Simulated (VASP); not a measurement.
A run of VASP 6.6.1 is set up as follows.

Contents of INCAR:

```
PREC = Accurate
ENCUT = 600
EDIFF = 1E-7
ISMEAR = 0
SIGMA = 0.02
LREAL = F
LASPH = T
NELM = 100
ALGO = Normal
ISIF = 3
LWAVE = F
LCHARG = F
GGA = PS
IBRION = 2
NSW = 100
EDIFFG = -0.005
```

KPOINTS

```
regular mesh
0
Gamma
  8 8 6
```

File POSCAR:

```
ZnSe
1.0
    4.0256375597      0.0000000000      0.0000000000
    0.0000000000      4.0256375597      0.0000000000
    0.0000000000      0.0000000000      5.5406228226
Zn Se
2 2
Direct
    0.0000000000      0.0000000000      0.0000000000
    0.5000000000      0.5000000000      0.0000000000
    0.0000000000      0.5000000000      0.2676836854
    0.5000000000      0.0000000000      0.7323163146
```

Potentials or basis: VASP PAW PBE potentials, release 64 (Zn, Se).

Command:

```console
$ cat potpaw_PBE.64/Zn/POTCAR potpaw_PBE.64/Se/POTCAR > POTCAR
$ mpirun -np 1 vasp_std > vasp.out
```

(1) Predict the band gap on the k mesh.

(2) Estimate the relaxed volume.

Answers

(1) 1.71 eV, direct.

(2) 22.51 Å³/atom.

Caveat: the PAW data sets were made with another functional, which shifts forces and pressure a little.
